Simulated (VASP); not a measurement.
# Lu2Si3P (P-3m1) in VASP: notebook

Lu2Si3P is run at these levels: PBE; tasks: single point, relaxation of cell and atoms.

Everything below comes from runs of VASP 6.6.1. Logs are shortened: lines on timing, memory, paths and dates and some standing lists are left out, and cuts for length are marked.

### Step 1. The cell of the first run

It takes space group P-3m1 (No. 164, trigonal). The conventional cell has a = 3.777 Å, b = 3.777 Å, c = 9.206 Å, α = 90.00°, β = 90.00°, γ = 120.00°. Lu (site symmetry 3m) has 6 Si at 2.71 Å and 3 P at 3.71 Å and 9 Lu at 3.78 to 3.88 Å within 3.9 Å. Within 3.6 Å of Si (site symmetry -3m) lie 6 Lu at 2.71 Å. Within 3.4 Å of Si (site symmetry 3m) lie 3 P at 2.59 Å and 3 Lu at 2.71 Å. Within 3.4 Å of P (site symmetry -3m) lie 6 Si at 2.59 Å.

The cell was generated, and may not be a known phase.

### Step 2. Single point, PBE

Input file INCAR:

```
SYSTEM = Lu2Si3P
  PREC = Accurate
  ENCUT = 520
  EDIFF = 1E-6
  ISMEAR = 0
  SIGMA = 0.1
  LREAL = .False.
  LASPH = .True.
  NELM = 80
  ALGO = Normal
  ISIF = 2
  LWAVE = .False.
  LCHARG = .False.
  GGA = PE
  NBANDS = 42
```

Input file KPOINTS:

```
regular mesh
0
Gamma
  6 6 2
  0 0 0
```

Input file POSCAR:

```
Lu2Si3P
1.0
    3.7771699200      0.0000000000      0.0000000000
   -1.8885849600      3.2711251000      0.0000000000
    0.0000000000      0.0000000000      9.2055732100
Lu Si P
2 3 1
Direct
    0.3333333300      0.6666666700      0.6741914200
    0.6666666700      0.3333333300      0.3258085800
    0.0000000000      0.0000000000      0.5000000000
    0.3333333300      0.6666666700      0.1517480900
    0.6666666700      0.3333333300      0.8482519100
    0.0000000000      0.0000000000      0.0000000000
```

Potentials or basis: VASP PAW PBE potentials, release 64 (Lu, Si, P).

The run is started by

```sh
$ cat potpaw_PBE.64/Lu/POTCAR potpaw_PBE.64/Si/POTCAR potpaw_PBE.64/P/POTCAR > POTCAR
$ mpirun -np 1 vasp_std > vasp.out
```

OUTCAR:

```text
SYSTEM = Lu2Si3P
   PREC = Accurate
   ENCUT = 520
   EDIFF = 1E-6
   ISMEAR = 0
   LREAL = .False.
   LASPH = .True.
   NELM = 80
   ISIF = 2
   GGA = PE

 ion  position               nearest neighbor table
   1  0.333  0.667  0.674-   5 2.71   5 2.71   5 2.71   3 2.71   3 2.71   3 2.71
   2  0.667  0.333  0.326-   4 2.71   4 2.71   4 2.71   3 2.71   3 2.71   3 2.71
   3  0.000  0.000  0.500-   1 2.71   2 2.71   1 2.71   2 2.71   2 2.71   1 2.71
   4  0.333  0.667  0.152-   6 2.59   6 2.59   6 2.59   2 2.71   2 2.71   2 2.71
   5  0.667  0.333  0.848-   6 2.59   6 2.59   6 2.59   1 2.71   1 2.71   1 2.71
   6  0.000  0.000  0.000-   4 2.59   5 2.59   4 2.59   5 2.59   5 2.59   4 2.59

  LATTYP: Found a hexagonal cell.
 ALAT       =     3.7771699200
 C/A-ratio  =     2.4371615270

  Lattice vectors:

 A1 = (   3.7771699200,   0.0000000000,   0.0000000000)
 A2 = (  -1.8885849600,   3.2711251000,   0.0000000000)
 A3 = (   0.0000000000,   0.0000000000,   9.2055732100)

Analysis of symmetry for initial positions (statically):
=====================================================================
 Subroutine PRICEL returns:
 Original cell was already a primitive cell.

 Routine SETGRP: Setting up the symmetry group for a
 hexagonal supercell.

 Subroutine GETGRP returns: Found 12 space group operations
 (whereof 12 operations were pure point group operations)
 out of a pool of 24 trial point group operations.

The static configuration has the point symmetry D_3d.

Analysis of symmetry for dynamics (positions and initial velocities):
=====================================================================
 Subroutine PRICEL returns:
 Original cell was already a primitive cell.

 Routine SETGRP: Setting up the symmetry group for a
 hexagonal supercell.

 Subroutine GETGRP returns: Found 12 space group operations
 (whereof 12 operations were pure point group operations)
 out of a pool of 24 trial point group operations.

The dynamic configuration has the point symmetry D_3d.

 Subroutine INISYM returns: Found 12 space group operations
 (whereof 12 operations are pure point group operations),
 and found     1 'primitive' translations

----------------------------------------------------------------------------------------

                                     Primitive cell

  volume of cell :     113.7403

  direct lattice vectors                    reciprocal lattice vectors
     3.777169920  0.000000000  0.000000000     0.264748481  0.152852607  0.000000000
    -1.888584960  3.271125100  0.000000000     0.000000000  0.305705214  0.000000000
     0.000000000  0.000000000  9.205573210     0.000000000  0.000000000  0.108629846

  length of vectors
     3.777169920  3.777169916  9.205573210     0.305705214  0.305705214  0.108629846

  position of ions in fractional coordinates (direct lattice)
     0.333333330  0.666666670  0.674191420
     0.666666670  0.333333330  0.325808580
     0.000000000  0.000000000  0.500000000
     0.333333330  0.666666670  0.151748090
     0.666666670  0.333333330  0.848251910
     0.000000000  0.000000000  0.000000000

  ion indices of the primitive-cell ions
   primitive index   ion index
                 1           1
                 2           2
                 3           3
                 4           4
                 5           5
                 6           6

----------------------------------------------------------------------------------------

 KPOINTS: regular mesh

Automatic generation of k-mesh.
 Grid dimensions read from file:
 generate k-points for:    6    6    2

 Generating k-lattice:

  Cartesian coordinates                     Fractional coordinates (reciprocal lattice)
     0.044124747  0.025475435  0.000000000     0.166666667 -0.000000000  0.000000000
     0.000000000  0.050950869  0.000000000     0.000000000  0.166666667  0.000000000
     0.000000000  0.000000000  0.054314923     0.000000000  0.000000000  0.500000000

  Length of vectors
     0.050950869  0.050950869  0.054314923

  Shift w.r.t. Gamma in fractional coordinates (k-lattice)
     0.000000000  0.000000000  0.000000000

 Subroutine IBZKPT returns following result:
 ===========================================

 Found     14 irreducible k-points:

 Following reciprocal coordinates:
            Coordinates               Weight
  0.000000  0.000000  0.000000      1.000000
  0.166667  0.000000  0.000000      6.000000
  0.333333  0.000000  0.000000      6.000000
  0.500000  0.000000  0.000000      3.000000
  0.166667  0.166667  0.000000      6.000000
  0.333333  0.166667  0.000000     12.000000
  0.333333  0.333333  0.000000      2.000000
  0.000000  0.000000  0.500000      1.000000
  0.166667  0.000000  0.500000      6.000000
  0.333333  0.000000  0.500000      6.000000
  0.500000  0.000000  0.500000      3.000000
  0.166667  0.166667  0.500000      6.000000
  0.333333  0.166667  0.500000     12.000000
  0.333333  0.333333  0.500000      2.000000
   k-points           NKPTS =     14   k-points in BZ     NKDIM =     14   number of bands    NBANDS=     42
   number of dos      NEDOS =    301   number of ions     NIONS =      6
   total plane-waves  NPLWV =  54880
   dimension x,y,z NGX =    28 NGY =   28 NGZ =   70
   dimension x,y,z NGXF=    56 NGYF=   56 NGZF=  140
   ions per type =               2   3   1
   NGX,Y,Z   is equivalent  to a cutoff of  12.32, 12.32, 12.64 a.u.
   NGXF,Y,Z  is equivalent  to a cutoff of  24.65, 24.65, 25.28 a.u.
 SYSTEM =  Lu2Si3P
   PREC   = accura    normal or accurate (medium, high low for compatibility)
   ISTART =      0    job   : 0-new  1-cont  2-samecut
   ICHARG =      2    charge: 1-file 2-atom 10-const
   ISPIN  =      1    spin polarized calculation?
   LNONCOLLINEAR =      F non collinear calculations
   LSORBIT =      F    spin-orbit coupling
   LASPH  =      T    aspherical Exc in radial PAW
   ENCUT  =  520.0 eV  38.22 Ry    6.18 a.u.   7.02  7.02 17.12*2*pi/ulx,y,z
   NELM   =     80;   NELMIN=  2; NELMDL= -5     # of ELM steps
   EDIFF  = 0.1E-05   stopping-criterion for ELM
   LREAL  =      F    real-space projection
   EDIFFG = 0.1E-04   stopping-criterion for IOM
   NSW    =      0    number of steps for IOM
   IBRION =     -1    ionic relax: 0-MD 1-quasi-New 2-CG
   NFREE  =      0    steps in history (QN), initial steepest desc. (CG)
   ISIF   =      2    stress and relaxation
   ISYM   =      2    0-nonsym 1-usesym 2-fastsym
   POTIM  = 0.5000    time-step for ionic-motion
   TEBEG  =    0.0;   TEEND  =   0.0 temperature during run
   PSTRESS=    0.0 pullay stress
   NELECT =      67.0000    total number of electrons
   NUPDOWN=      -1.0000    fix difference up-down
   EMIN   =  10.00;   EMAX   =-10.00  energy-range for DOS
   EFERMI =   0.00;   METHOD = LEGACY
   ISMEAR =     0;   SIGMA  =   0.10  broadening in eV -4-tet -1-fermi 0-gaus
   EFERMI_NEDOS =   21; number of points for ismear=-14 and -15
   IALGO  =     38    algorithm
   IMIX   =      4    mixing-type and parameters
     AMIX     =   0.40;   BMIX     =  1.00
     AMIX_MAG =   1.60;   BMIX_MAG =  1.00
  volume/ion in A,a.u.               =      18.96       127.93
  Fermi-wavevector in a.u.,A,eV,Ry     =   1.372340  2.593346 25.624069  1.883316
  Thomas-Fermi vector in A             =   2.497955
   LORBIT       =      0    0 simple, 1 ext, 2 COOP (PROOUT), +10 PAW based schemes
   GGA     = PE    functional components
   LHFCALC =     F    Hartree Fock is set to
   AEXX    =    0.0000 exact exchange contribution
   IVDW    =     0    specifies the selected vdW correction
   LEPSILON=     F    determine dielectric tensor
   LRPA    =     F    only Hartree local field effects (RPA)
 non-spin polarized calculation
 Gauss-broadening in eV      SIGMA  =   0.10
  energy-cutoff  :      520.00
  volume of cell :      113.74
 maximum number of plane-waves:      3081
 NGX is ok and might be reduce to    28
   NGX = 13   NGY = 13   NGZ = 35

 number of electron      67.0000016 magnetization

 Free energy of the ion-electron system (eV)
  ---------------------------------------------------
  ext. energy  EPLUGINS =         0.00000000
  ---------------------------------------------------
  free energy    TOTEN  =       -30.20962382 eV

  energy without entropy =      -30.19051358  energy(sigma->0) =      -30.20006870

 E-fermi :   5.5644     XC(G=0): -11.0072

 val. band max:        5.5459183281   @ k =   0.3333   0.0000   0.0000
 cond. band min:       5.5669344371   @ k =   0.3333   0.3333   0.5000
 fundamental gap:      0.0210161090
 Fermi energy:         5.5644298808

 k-point     1 :       0.0000    0.0000    0.0000
  band No.  band energies     occupation
      1     -49.7814      2.00000
      2     -49.7782      2.00000
      3     -20.6493      2.00000
      4     -20.5444      2.00000
      5     -20.4272      2.00000
      6     -20.4272      2.00000
[... 34 lines left out ...]
     41       9.0210      0.00000
     42       9.2406      0.00000

 k-point     2 :       0.1667    0.0000    0.0000
  band No.  band energies     occupation
      1     -49.7797      2.00000
      2     -49.7769      2.00000
      3     -20.6347      2.00000
      4     -20.5453      2.00000
      5     -20.4738      2.00000
      6     -20.4650      2.00000
[... 34 lines left out ...]
     41       8.8324      0.00000
     42       9.6280      0.00000

 k-point     3 :       0.3333    0.0000    0.0000
  band No.  band energies     occupation
      1     -49.7761      2.00000
      2     -49.7743      2.00000
      3     -20.6098      2.00000
      4     -20.5875      2.00000
      5     -20.5540      2.00000
      6     -20.5263      2.00000
[... 447 lines left out ...]
      4     -20.6001      2.00000
      5     -20.5607      2.00000
      6     -20.5358      2.00000
[... 34 lines left out ...]
     41      10.2976      0.00000
     42      11.0286      0.00000

 k-point    14 :       0.3333    0.3333    0.5000
  band No.  band energies     occupation
      1     -49.7729      2.00000
      2     -49.7729      2.00000
      3     -20.5835      2.00000
      4     -20.5835      2.00000
      5     -20.5748      2.00000
      6     -20.5405      2.00000
[... 34 lines left out ...]
     41      10.0627      0.00000
     42      10.2530      0.00000

------------------------ aborting loop because EDIFF is reached ----------------------------------------

  FORCE on cell =-STRESS in cart. coord.  units (eV):
  Direction    XX          YY          ZZ          XY          YZ          ZX
  --------------------------------------------------------------------------------------
  -------------------------------------------------------------------------------------
  Total        3.6977819      3.6977819      8.3166031     -0.0000000      0.0000000     -0.0000000
  in kB       52.0879611     52.0879610    117.1499332     -0.0000000      0.0000000     -0.0000000
  external PRESSURE =      73.7752851 kB  Pullay stress =       0.0000000 kB

 VOLUME and BASIS-vectors are now :
 -----------------------------------------------------------------------------
  energy-cutoff  :      520.00
  volume of cell :      113.74
      direct lattice vectors                 reciprocal lattice vectors
     3.777169920  0.000000000  0.000000000     0.264748481  0.152852607  0.000000000
    -1.888584960  3.271125100  0.000000000     0.000000000  0.305705214  0.000000000
     0.000000000  0.000000000  9.205573210     0.000000000  0.000000000  0.108629846

 POSITION                                       TOTAL-FORCE (eV/Angst)
 -----------------------------------------------------------------------------------
     -0.00000      2.18075      6.20632         0.000000     -0.000000     -0.811594
      1.88858      1.09038      2.99925        -0.000000      0.000000      0.811594
      0.00000      0.00000      4.60279         0.000000      0.000000      0.000000
     -0.00000      2.18075      1.39693         0.000000      0.000000     -1.392546
      1.88858      1.09038      7.80865         0.000000      0.000000      1.392546
      0.00000      0.00000      0.00000         0.000000      0.000000      0.000000
 -----------------------------------------------------------------------------------
    total drift:                                0.000000      0.000000      0.000000

  FREE ENERGIE OF THE ION-ELECTRON SYSTEM (eV)
  ---------------------------------------------------
  free  energy   TOTEN  =       -30.2096238207 eV

  energy  without entropy=      -30.1905135817  energy(sigma->0) =      -30.20006870
```

It took 47 s on 1 thread of Oxide Virtual Turin-like, shared host; peak memory 0.22 GiB.

Results:

```
Free energy            : -30.2096 eV
Pressure               : 7.4 GPa
Largest force          : 1.393 eV/Å
Band gap on the k mesh : zero (an odd number of electrons rules out a gap without spin polarisation)
```

Forces in eV/Å, atoms in the order of the input:
```
Lu   0.000  0.000 -0.812
Lu   0.000  0.000  0.812
Si   0.000  0.000  0.000
Si   0.000  0.000 -1.393
Si   0.000  0.000  1.393
P    0.000  0.000  0.000
```

Caveat: the stress differs along the axes, from 5 to 12 GPa; spin-orbit coupling is left out, which moves the levels of the heavy elements; forces of over 1 eV/Å act on the atoms, so gaps and moduli don't describe the material at rest.

### Step 3. Single point, PBE

This run uses another cell than the first one, of 19.52 Å³/atom.

Input file INCAR:

```
PREC     = Accurate       # precision mode
ENCUT    = 520            # plane-wave cutoff, eV
EDIFF    = 1E-7           # SCF threshold, eV
ISMEAR   = 0              # smearing method
SIGMA    = 0.1            # smearing width, eV
LREAL    = F              # projectors in reciprocal space
LASPH    = T              # aspherical terms in the spheres
NELM     = 100            # most SCF steps
ALGO     = Normal         # electronic algorithm
ISIF     = 2              # what is computed and relaxed
LWAVE    = F              # write WAVECAR
LCHARG   = T              # write CHGCAR
GGA      = PE             # functional
LELF     = T              # ELF
LVHAR    = T            
NBANDS   = 42             # bands
```

Input file KPOINTS:

```
Automatic mesh
0
Gamma
  6 6 2
```

Input file POSCAR:

```
Lu2Si3P
1.0
    3.4536107236      0.0000000000      0.0000000000
   -1.7268053618      2.9909146215      0.0000000000
    0.0000000000      0.0000000000     11.3395951214
Lu Si P
2 3 1
Direct
    0.3333333333      0.6666666667      0.6770622351
    0.6666666667      0.3333333333      0.3229377649
    0.0000000000      0.0000000000      0.5000000000
    0.3333333333      0.6666666667      0.1306756207
    0.6666666667      0.3333333333      0.8693243793
    0.0000000000      0.0000000000      0.0000000000
```

Potentials or basis: VASP PAW PBE potentials, release 64 (Lu, Si, P).

The run is started by

```sh
$ cat potpaw_PBE.64/Lu/POTCAR potpaw_PBE.64/Si/POTCAR potpaw_PBE.64/P/POTCAR > POTCAR
$ mpirun -np 1 vasp_std > vasp.out
```

It took 71 s on 1 thread of Oxide Virtual Turin-like, shared host; peak memory 0.24 GiB.

The run converged. Its results:

```
Free energy            : -31.4752 eV
Pressure               : 0.1 GPa
Largest force          : 0.026 eV/Å
Band gap on the k mesh : zero (an odd number of electrons rules out a gap without spin polarisation)
```

Forces in eV/Å, atoms in the order of the input:
```
Lu   0.000  0.000 -0.004
Lu   0.000  0.000  0.004
Si   0.000  0.000  0.000
Si   0.000  0.000 -0.026
Si   0.000  0.000  0.026
P    0.000  0.000  0.000
```

Stress tensor (GPa, compression positive):
```
0.09 0.00 0.00
0.00 0.09 0.00
0.00 0.00 0.18
```

Levels at points of the mesh, in eV from the Fermi level:
```tsv
k point	band 31	band 32	band 33	band 34	band 35	band 36
(0.00, 0.00, 0.00)	-0.69	1.25	1.25	1.57	1.57	2.02
(0.50, 0.00, 0.00)	-2.10	-1.49	-1.12	0.03	0.49	0.94
(0.00, 0.00, 0.50)	0.32	1.07	1.07	1.64	2.07	2.07
(0.50, 0.00, 0.50)	-2.19	-1.74	-0.63	0.01	0.23	0.77
```

Caveat: spin-orbit coupling is left out, which moves the levels of the heavy elements.

### Step 4. Relaxation of cell and atoms, PBE

Input file INCAR:

```
SYSTEM = Lu2Si3P
  PREC = Accurate
  ENCUT = 600
  EDIFF = 1E-7
  ISMEAR = 0
  SIGMA = 0.1
  LREAL = .FALSE.
  LASPH = .TRUE.
  NELM = 100
  ALGO = Normal
  ISIF = 3
  LWAVE = .FALSE.
  LCHARG = .FALSE.
  GGA = PE
  IBRION = 2
  NSW = 90
  EDIFFG = -0.04
```

Input file KPOINTS:

```
regular mesh
0
G
  6 6 2
  0 0 0
```

Input file POSCAR:

```
Lu2Si3P
1.0
    3.7771699200      0.0000000000      0.0000000000
   -1.8885849600      3.2711251000      0.0000000000
    0.0000000000      0.0000000000      9.2055732100
Lu Si P
2 3 1
Direct
    0.3333333300      0.6666666700      0.6741914200
    0.6666666700      0.3333333300      0.3258085800
    0.0000000000      0.0000000000      0.5000000000
    0.3333333300      0.6666666700      0.1517480900
    0.6666666700      0.3333333300      0.8482519100
    0.0000000000      0.0000000000      0.0000000000
```

The run is started by

```sh
$ cat potpaw_PBE.64/Lu/POTCAR potpaw_PBE.64/Si/POTCAR potpaw_PBE.64/P/POTCAR > POTCAR
$ mpirun -np 1 vasp_std > vasp.out
```

Wall time 30 min (1 thread of Oxide Virtual Turin-like, shared host); peak memory 0.29 GiB.

Results (log left out):

```yaml
Free_energy: -31.4722 eV
Relaxed_volume: 19.58 Å³/atom
Relaxed_cell: a = 3.459 Å, b = 3.459 Å, c = 11.337 Å, α = 90.00°, β = 90.00°, γ = 120.00°
Space_group_after_relaxing_to_0.1_Å: P-3m1 (No. 164)
Energy_gained_by_relaxing: 210.2 meV/atom
Ionic_steps: 17
Pressure_after_relaxing: 0.0 GPa
Largest_force_after_relaxing: 0.033 eV/Å
Band_gap_on_the_k_mesh: zero (an odd number of electrons rules out a gap without spin polarisation)
```

Forces on the atoms (eV/Å):
```
Lu   0.000  0.000  0.028
Lu   0.000  0.000 -0.028
Si   0.000  0.000  0.000
Si   0.000  0.000  0.033
Si   0.000  0.000 -0.033
P    0.000  0.000  0.000
```

Stress tensor (GPa, compression positive):
```
-0.07  0.00  0.00
 0.00 -0.07  0.00
 0.00  0.00  0.05
```

The path:
```csv
step,energy change (eV),largest force (eV/Å),pressure (GPa),volume (Å³)
1,0.0000,1.3930,7.37,113.74
2,-0.4988,0.8273,-2.48,128.66
3,-0.4992,0.8150,-2.70,129.09
4,-0.7904,0.5314,-2.36,127.50
5,-0.9370,0.5657,-1.61,125.77
6,-0.9498,0.8213,-1.07,124.98
7,-1.0643,0.7728,0.24,121.33
8,-1.1452,0.6390,2.14,116.74
9,-1.0132,0.5474,8.26,107.43
10,-1.1623,0.5018,3.25,114.57
11,-1.2303,0.2927,1.75,115.62
12,-1.2562,0.1028,0.16,116.76
13,-1.2563,0.1270,0.31,116.66
14,-1.2563,0.1175,0.27,116.70
15,-1.2588,0.0935,0.19,116.93
16,-1.2612,0.0404,0.03,117.42
17,-1.2613,0.0334,-0.03,117.49
```

Final structure:
```yaml
crystal:
  lattice:
    - [3.45928, 0.00000, 0.00000]
    - [-1.72964, 2.99583, 0.00000]
    - [0.00000, 0.00000, 11.33671]
  atoms:
    - { symbol: Lu, position: [0.33333, 0.66667, 0.67677] }
    - { symbol: Lu, position: [0.66667, 0.33333, 0.32323] }
    - { symbol: Si, position: [0.00000, 0.00000, 0.50000] }
    - { symbol: Si, position: [0.33333, 0.66667, 0.13020] }
    - { symbol: Si, position: [0.66667, 0.33333, 0.86980] }
    - { symbol: P, position: [0.00000, 0.00000, 0.00000] }
```

Levels at points of the mesh, in eV from the Fermi level:
| k point | band 29 | band 30 | band 31 | band 32 | band 33 | band 34 | band 35 | band 36 | band 37 | band 38 |
| --- | --- | --- | --- | --- | --- | --- | --- | --- | --- | --- |
| (0.00, 0.00, 0.00) | -0.90 | -0.72 | -0.72 | 1.24 | 1.24 | 1.56 | 1.56 | 2.05 | 2.80 | 2.80 |
| (0.50, 0.00, 0.00) | -3.09 | -2.79 | -2.07 | -1.49 | -1.11 | 0.02 | 0.47 | 0.94 | 0.99 | 1.34 |
| (0.00, 0.00, 0.50) | -0.72 | -0.72 | 0.33 | 1.06 | 1.06 | 1.68 | 2.07 | 2.07 | 2.47 | 2.47 |
| (0.50, 0.00, 0.50) | -2.96 | -2.78 | -2.19 | -1.72 | -0.62 | 0.00 | 0.22 | 0.79 | 0.92 | 1.57 |

Caveat: a cell axis changed by over 15 % at a fixed basis, so the end point is rough; spin-orbit coupling is left out, which moves the levels of the heavy elements.

(Continued in part 2 of 2.)

The gap in the log of VASP goes by the Fermi energy; the results here count the filled bands.